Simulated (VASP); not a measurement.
# Al (R-3m) in VASP: notebook, part 2 of 3

VASP 6.6.1. Earlier steps stand in the parts before.

### Step 3. Single point, PBEsol

This run uses another cell than the first one, of 23.12 Å³/atom, 0.998 times its volume.

File INCAR:

```
PREC = Accurate
ENCUT = 520
EDIFF = 1E-7
ISMEAR = 0
SIGMA = 0.1
LREAL = False
LASPH = True
NELM = 100
ALGO = Normal
ISIF = 2
LWAVE = False
LCHARG = False
GGA = PS
NBANDS = 30
```

File KPOINTS:

```
Automatic mesh
0
Gamma
  3 3 3
```

File POSCAR:

```
Al
1.0
    3.5150153138      2.0293950377      6.4820589274
   -3.5150153138      2.0293950377      6.4820589274
    0.0000000000     -4.0587900752      6.4820589274
Al
12
Direct
    0.0216464558      0.6393025337      0.0216464558
    0.0216464558      0.0216464558      0.6393025337
    0.6393025337      0.0216464558      0.0216464558
    0.9783535442      0.3606974663      0.9783535442
    0.3606974663      0.9783535442      0.9783535442
    0.9783535442      0.9783535442      0.3606974663
    0.2291245298      0.6185393875      0.2291245298
    0.2291245298      0.2291245298      0.6185393875
    0.6185393875      0.2291245298      0.2291245298
    0.7708754702      0.3814606125      0.7708754702
    0.3814606125      0.7708754702      0.7708754702
    0.7708754702      0.7708754702      0.3814606125
```

Potentials or basis: VASP PAW PBE potentials, release 64 (Al).

Run with:

```bash
$ cat potpaw_PBE.64/Al/POTCAR > POTCAR
$ mpirun -np 1 vasp_std > vasp.out
```

OUTCAR:

```text
PREC = Accurate
   ENCUT = 520
   EDIFF = 1E-7
   ISMEAR = 0
   LREAL = False
   LASPH = True
   NELM = 100
   ISIF = 2
   GGA = PS

 ion  position               nearest neighbor table
   1  0.022  0.639  0.022-   4 2.55  12 2.67  11 2.67   3 2.69   2 2.69   7 2.72
   2  0.022  0.022  0.639-   6 2.55  10 2.67  11 2.67   3 2.69   1 2.69   8 2.72
   3  0.639  0.022  0.022-   5 2.55  12 2.67  10 2.67   1 2.69   2 2.69   9 2.72
   4  0.978  0.361  0.978-   1 2.55   8 2.67   9 2.67   5 2.69   6 2.69  10 2.72
   5  0.361  0.978  0.978-   3 2.55   8 2.67   7 2.67   4 2.69   6 2.69  11 2.72
   6  0.978  0.978  0.361-   2 2.55   7 2.67   9 2.67   4 2.69   5 2.69  12 2.72
   7  0.229  0.619  0.229-  11 2.67  12 2.67   6 2.67   5 2.67   1 2.72   9 2.74   8 2.74
   8  0.229  0.229  0.619-  10 2.67  11 2.67   4 2.67   5 2.67   2 2.72   7 2.74   9 2.74
   9  0.619  0.229  0.229-  10 2.67  12 2.67   6 2.67   4 2.67   3 2.72   7 2.74   8 2.74
  10  0.771  0.381  0.771-   9 2.67   8 2.67   2 2.67   3 2.67   4 2.72  11 2.74  12 2.74
  11  0.381  0.771  0.771-   7 2.67   8 2.67   2 2.67   1 2.67   5 2.72  10 2.74  12 2.74
  12  0.771  0.771  0.381-   7 2.67   9 2.67   1 2.67   3 2.67   6 2.72  10 2.74  11 2.74

  LATTYP: Found a trigonal (rhomboedric) cell.
 ALAT       =     7.6479320613
 COS(alpha) =     0.5775294930

  Lattice vectors:

 A1 = (   3.5150153138,   2.0293950377,   6.4820589274)
 A2 = (  -3.5150153138,   2.0293950377,   6.4820589274)
 A3 = (   0.0000000000,  -4.0587900752,   6.4820589274)

Analysis of symmetry for initial positions (statically):
=====================================================================
 Subroutine PRICEL returns:
 Original cell was already a primitive cell.

 Routine SETGRP: Setting up the symmetry group for a
 trigonal (rhombohedral) supercell.

 Subroutine GETGRP returns: Found 12 space group operations
 (whereof 12 operations were pure point group operations)
 out of a pool of 12 trial point group operations.

The static configuration has the point symmetry D_3d.

Analysis of symmetry for dynamics (positions and initial velocities):
=====================================================================
 Subroutine PRICEL returns:
 Original cell was already a primitive cell.

 Routine SETGRP: Setting up the symmetry group for a
 trigonal (rhombohedral) supercell.

 Subroutine GETGRP returns: Found 12 space group operations
 (whereof 12 operations were pure point group operations)
 out of a pool of 12 trial point group operations.

The dynamic configuration has the point symmetry D_3d.

 Subroutine INISYM returns: Found 12 space group operations
 (whereof 12 operations are pure point group operations),
 and found     1 'primitive' translations

----------------------------------------------------------------------------------------

                                     Primitive cell

  volume of cell :     277.4330

  direct lattice vectors                    reciprocal lattice vectors
     3.515015314  2.029395038  6.482058927     0.142246891  0.082126281  0.051423990
    -3.515015314  2.029395038  6.482058927    -0.142246891  0.082126281  0.051423990
     0.000000000 -4.058790075  6.482058927     0.000000000 -0.164252562  0.051423990

  length of vectors
     7.647932061  7.647932061  7.647932061     0.172114296  0.172114296  0.172114296

[... 67 lines left out ...]
   dimension x,y,z NGXF=   120 NGYF=  120 NGZF=  120
   ions per type =              12
   NGX,Y,Z   is equivalent  to a cutoff of  13.04, 13.04, 13.04 a.u.
   NGXF,Y,Z  is equivalent  to a cutoff of  26.08, 26.08, 26.08 a.u.
 SYSTEM =  unknown system
   PREC   = accura    normal or accurate (medium, high low for compatibility)
   ISTART =      0    job   : 0-new  1-cont  2-samecut
   ICHARG =      2    charge: 1-file 2-atom 10-const
   ISPIN  =      1    spin polarized calculation?
   LNONCOLLINEAR =      F non collinear calculations
   LSORBIT =      F    spin-orbit coupling
   LASPH  =      T    aspherical Exc in radial PAW
   ENCUT  =  520.0 eV  38.22 Ry    6.18 a.u.  14.22 14.22 14.22*2*pi/ulx,y,z
   NELM   =    100;   NELMIN=  2; NELMDL= -5     # of ELM steps
   EDIFF  = 0.1E-06   stopping-criterion for ELM
   LREAL  =      F    real-space projection
   EDIFFG = 0.1E-05   stopping-criterion for IOM
   NSW    =      0    number of steps for IOM
   IBRION =     -1    ionic relax: 0-MD 1-quasi-New 2-CG
   NFREE  =      0    steps in history (QN), initial steepest desc. (CG)
   ISIF   =      2    stress and relaxation
   ISYM   =      2    0-nonsym 1-usesym 2-fastsym
   POTIM  = 0.5000    time-step for ionic-motion
   TEBEG  =    0.0;   TEEND  =   0.0 temperature during run
   PSTRESS=    0.0 pullay stress
   NELECT =      36.0000    total number of electrons
   NUPDOWN=      -1.0000    fix difference up-down
   EMIN   =  10.00;   EMAX   =-10.00  energy-range for DOS
   EFERMI =   0.00;   METHOD = LEGACY
   ISMEAR =     0;   SIGMA  =   0.10  broadening in eV -4-tet -1-fermi 0-gaus
   EFERMI_NEDOS =   21; number of points for ismear=-14 and -15
   IALGO  =     38    algorithm
   IMIX   =      4    mixing-type and parameters
     AMIX     =   0.40;   BMIX     =  1.00
     AMIX_MAG =   1.60;   BMIX_MAG =  1.00
  volume/ion in A,a.u.               =      23.12       156.02
  Fermi-wavevector in a.u.,A,eV,Ry     =   0.828813  1.566229  9.346253  0.686930
  Thomas-Fermi vector in A             =   1.941253
   LORBIT       =      0    0 simple, 1 ext, 2 COOP (PROOUT), +10 PAW based schemes
   GGA     = PS    functional components
   LHFCALC =     F    Hartree Fock is set to
   AEXX    =    0.0000 exact exchange contribution
   IVDW    =     0    specifies the selected vdW correction
   LEPSILON=     F    determine dielectric tensor
   LRPA    =     F    only Hartree local field effects (RPA)
 non-spin polarized calculation
 Gauss-broadening in eV      SIGMA  =   0.10
  energy-cutoff  :      520.00
  volume of cell :      277.43
 maximum number of plane-waves:      7475
 NGX is ok and might be reduce to    60
   NGX = 29   NGY = 29   NGZ = 29

 number of electron      36.0000000 magnetization

 Free energy of the ion-electron system (eV)
  ---------------------------------------------------
  ext. energy  EPLUGINS =         0.00000000
  ---------------------------------------------------
  free energy    TOTEN  =       -45.33079973 eV

  energy without entropy =      -45.31754505  energy(sigma->0) =      -45.32417239

 E-fermi :   4.3209     XC(G=0):  -8.7202

 val. band max:        4.3194264588   @ k =  -0.3333   0.3333   0.3333
 cond. band min:       4.6527486177   @ k =  -0.3333   0.3333   0.0000
 fundamental gap:      0.3333221589
 Fermi energy:         4.3209167540

 k-point     1 :       0.0000    0.0000    0.0000
  band No.  band energies     occupation
      1      -5.1407      2.00000
      2      -2.1162      2.00000
      3      -1.8021      2.00000
      4      -1.8021      2.00000
      5      -1.5813      2.00000
      6      -0.7221      2.00000
[... 187 lines left out ...]
     29       7.9543      0.00000
     30       8.2299      0.00000

------------------------ aborting loop because EDIFF is reached ----------------------------------------

  FORCE on cell =-STRESS in cart. coord.  units (eV):
  Direction    XX          YY          ZZ          XY          YZ          ZX
  --------------------------------------------------------------------------------------
  -------------------------------------------------------------------------------------
  Total        0.0478656      0.0478656     -0.2872408      0.0000000     -0.0000000      0.0000000
  in kB        0.2764241      0.2764241     -1.6588180      0.0000000     -0.0000000      0.0000000
  external PRESSURE =      -0.3686566 kB  Pullay stress =       0.0000000 kB

 VOLUME and BASIS-vectors are now :
 -----------------------------------------------------------------------------
  energy-cutoff  :      520.00
  volume of cell :      277.43
      direct lattice vectors                 reciprocal lattice vectors
     3.515015314  2.029395038  6.482058927     0.142246891  0.082126281  0.051423990
    -3.515015314  2.029395038  6.482058927    -0.142246891  0.082126281  0.051423990
     0.000000000 -4.058790075  6.482058927     0.000000000 -0.164252562  0.051423990

 POSITION                                       TOTAL-FORCE (eV/Angst)
 -----------------------------------------------------------------------------------
     -2.17107      1.25347      4.42462        -0.006668      0.003850     -0.024114
      0.00000     -2.50694      4.42462         0.000000     -0.007700     -0.024114
      2.17107      1.25347      4.42462         0.006668      0.003850     -0.024114
      2.17107     -1.25347     15.02155         0.006668     -0.003850      0.024114
     -2.17107     -1.25347     15.02155        -0.006668     -0.003850      0.024114
      0.00000      2.50694     15.02155         0.000000      0.007700      0.024114
     -1.36880      0.79028      6.97981         0.016615     -0.009593     -0.005626
      0.00000     -1.58055      6.97981         0.000000      0.019186     -0.005626
      1.36880      0.79028      6.97981        -0.016615     -0.009593     -0.005626
      1.36880     -0.79028     12.46637        -0.016615      0.009593      0.005626
     -1.36880     -0.79028     12.46637         0.016615      0.009593      0.005626
      0.00000      1.58055     12.46637         0.000000     -0.019186      0.005626
 -----------------------------------------------------------------------------------
    total drift:                                0.000000     -0.000000     -0.000000

  FREE ENERGIE OF THE ION-ELECTRON SYSTEM (eV)
  ---------------------------------------------------
  free  energy   TOTEN  =       -45.3307997304 eV

  energy  without entropy=      -45.3175450543  energy(sigma->0) =      -45.32417239
```

Run time: 71 s. Hardware: 1 thread of Intel Xeon Platinum 8488C (Sapphire Rapids), shared host; peak memory 0.46 GiB.

What came out:

| Property | Result |
| --- | --- |
| Free energy | -45.3308 eV |
| Pressure | 0.0 GPa |
| Largest force | 0.025 eV/Å |
| Band gap on the k mesh | zero (band 18 reaches 5.02 eV, above the bottom of band 19 at 4.32 eV) |

Forces on the atoms (eV/Å):
```
Al  -0.007  0.004 -0.024
Al   0.000 -0.008 -0.024
Al   0.007  0.004 -0.024
Al   0.007 -0.004  0.024
Al  -0.007 -0.004  0.024
Al   0.000  0.008  0.024
Al   0.017 -0.010 -0.006
Al   0.000  0.019 -0.006
Al  -0.017 -0.010 -0.006
Al  -0.017  0.010  0.006
Al   0.017  0.010  0.006
Al   0.000 -0.019  0.006
```

Stress tensor (GPa, compression positive):
```
 0.03  0.00  0.00
 0.00  0.03  0.00
 0.00  0.00 -0.17
```

Levels at points of the mesh, in eV from the Fermi level:
```csv
k point,band 14,band 15,band 16,band 17,band 18,band 19,band 20,band 21,band 22,band 23
"(0.00, 0.00, 0.00)",-1.99,-0.66,-0.38,-0.38,0.70,0.77,1.19,1.19,2.20,2.20
```

Caveat: the k points lie up to 0.36 Å⁻¹ apart; the PAW data sets were made with another functional, which shifts forces and pressure a little.

### Step 4. Relaxation of cell and atoms, PBEsol

This run uses another cell than the first one, of 17.53 Å³/atom, 0.756 times its volume.

File INCAR:

```
SYSTEM = Al
  ALGO = Normal
  EDIFF = 1E-6
  EDIFFG = -0.04
  ENCUT = 600
  GGA = PS
  IBRION = 2
  ISIF = 3
  ISMEAR = 0
  LASPH = .True.
  LCHARG = .False.
  LREAL = .False.
  LWAVE = .False.
  NELM = 100
  NSW = 90
  PREC = Accurate
  SIGMA = 0.1
```

File KPOINTS:

```
k-points
0
Gamma
  3 3 3
  0 0 0
```

File POSCAR:

```
Al
1.0
    3.2899836489      1.8994729454      5.6107452276
   -3.2899836489      1.8994729454      5.6107452276
    0.0000000000     -3.7989458906      5.6107452276
Al
12
Direct
    0.0101900000      0.6536100000      0.0101900000
    0.0101900000      0.0101900000      0.6536100000
    0.6536100000      0.0101900000      0.0101900000
    0.9898100000      0.3463900000      0.9898100000
    0.3463900000      0.9898100000      0.9898100000
    0.9898100000      0.9898100000      0.3463900000
    0.2211800000      0.6306000000      0.2211800000
    0.2211800000      0.2211800000      0.6306000000
    0.6306000000      0.2211800000      0.2211800000
    0.7788200000      0.3694000000      0.7788200000
    0.3694000000      0.7788200000      0.7788200000
    0.7788200000      0.7788200000      0.3694000000
```

Run with:

```bash
$ cat potpaw_PBE.64/Al/POTCAR > POTCAR
$ mpirun -np 1 vasp_std > vasp.out
```

Run time: 4.8 min. Hardware: 1 thread of Intel Xeon Platinum 8488C (Sapphire Rapids), shared host; peak memory 0.4 GiB.

The run converged. Its results:

* Free energy: -45.3290 eV
* Relaxed volume: 23.18 Å³/atom
* Relaxed cell: a = 7.642 Å, b = 7.642 Å, c = 7.642 Å, α = 54.91°, β = 54.91°, γ = 54.91°
* Space group after relaxing (to 0.05 Å): R-3m (No. 166)
* Energy gained by relaxing: 562.1 meV/atom
* Ionic steps: 9
* Pressure after relaxing: -0.1 GPa
* Largest force after relaxing: 0.022 eV/Å
* Band gap on the k mesh: zero (band 18 reaches 4.99 eV, above the bottom of band 19 at 4.30 eV)

Forces in eV/Å, atoms in the order of the input:
```
Al   0.004 -0.002  0.003
Al   0.000  0.005  0.003
Al  -0.004 -0.002  0.003
Al  -0.004  0.002 -0.003
Al   0.004  0.002 -0.003
Al   0.000 -0.005 -0.003
Al   0.017 -0.010  0.010
Al   0.000  0.020  0.010
Al  -0.017 -0.010  0.010
Al  -0.017  0.010 -0.010
Al   0.017  0.010 -0.010
Al   0.000 -0.020 -0.010
```

Stress tensor (GPa, compression positive):
```
-0.17  0.00  0.00
 0.00 -0.17  0.00
 0.00  0.00 -0.05
```

The path:
| step | energy change (eV) | largest force (eV/Å) | pressure (GPa) | volume (Å³) |
| --- | --- | --- | --- | --- |
| 1 | 0.0000 | 3.2460 | 32.87 | 210.38 |
| 2 | -4.6379 | 0.9208 | -7.20 | 339.79 |
| 3 | -6.5086 | 0.7344 | -0.10 | 280.07 |
| 4 | -6.5094 | 0.7308 | 0.22 | 278.54 |
| 5 | -6.6586 | 0.3580 | -0.19 | 280.35 |
| 6 | -6.6707 | 0.4168 | -0.27 | 281.03 |
| 7 | -6.7136 | 0.2562 | -0.15 | 279.83 |
| 8 | -6.7343 | 0.1418 | 0.03 | 278.27 |
| 9 | -6.7450 | 0.0221 | -0.13 | 278.19 |

Final structure:
```cif
data_structure
_symmetry_space_group_name_H-M 'P 1'
_symmetry_Int_Tables_number 1
_cell_length_a 7.6418
_cell_length_b 7.6418
_cell_length_c 7.6418
_cell_angle_alpha 54.913
_cell_angle_beta 54.913
_cell_angle_gamma 54.913
_cell_volume 278.19
loop_
_atom_site_label
_atom_site_type_symbol
_atom_site_fract_x
_atom_site_fract_y
_atom_site_fract_z
_atom_site_occupancy
Al1 Al 0.02096 0.64019 0.02096 1
Al2 Al 0.02096 0.02096 0.64019 1
Al3 Al 0.64019 0.02096 0.02096 1
Al4 Al 0.97904 0.35981 0.97904 1
Al5 Al 0.35981 0.97904 0.97904 1
Al6 Al 0.97904 0.97904 0.35981 1
Al7 Al 0.22893 0.61845 0.22893 1
Al8 Al 0.22893 0.22893 0.61845 1
Al9 Al 0.61845 0.22893 0.22893 1
Al10 Al 0.77107 0.38155 0.77107 1
Al11 Al 0.38155 0.77107 0.77107 1
Al12 Al 0.77107 0.77107 0.38155 1
```

Levels at points of the mesh, in eV from the Fermi level:
```tsv
k point	band 15	band 16	band 17	band 18	band 19	band 20	band 21	band 22
(0.00, 0.00, 0.00)	-0.65	-0.37	-0.37	0.68	0.75	1.20	1.20	2.18
```

Caveat: the k points lie up to 0.36 Å⁻¹ apart in the final cell; the volume moved by over 15 % at a fixed basis, so the end points are rough; the PAW data sets were made with another functional, which shifts forces and pressure a little.

(Part 2 of 3 ends here.)
